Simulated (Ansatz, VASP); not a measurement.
# One calculation of TiN, two programs

```
Ti N
1.0
     0.00000    1.83026    1.83026
     1.83026    0.00000    1.83026
     1.83026    1.83026    0.00000
Ti N
1 1
Direct
  0.00000 0.00000 0.00000
  0.50000 0.50000 0.50000
```

Change from the starting cell: volume scaled by 0.64, crystal datasets.

Alike in both runs: task single point; functional PBE; k mesh 15 × 15 × 15; occupations fermi-dirac, width 0.1 eV; no spin polarisation.

```csv
,VASP,Ansatz
version,VASP 6.6.1,Ansatz 0.2.0
potentials or method,"VASP PAW PBE potentials, release 64 (Ti_sv, N), cutoff 600 eV","all-electron PAW with datasets made for the crystal, scalar-relativistic"
```

|  | VASP | Ansatz | Ansatz less VASP |
| --- | --- | --- | --- |
| pressure (GPa) | 311.8 | 312.4 | +0.64 |

Both programs put the cell under a high pressure, so it lies far from rest at this level. Ansatz ran all-electron here, and VASP with PAW potentials.

Noted on VASP's run: the cell as given lies far from equilibrium.
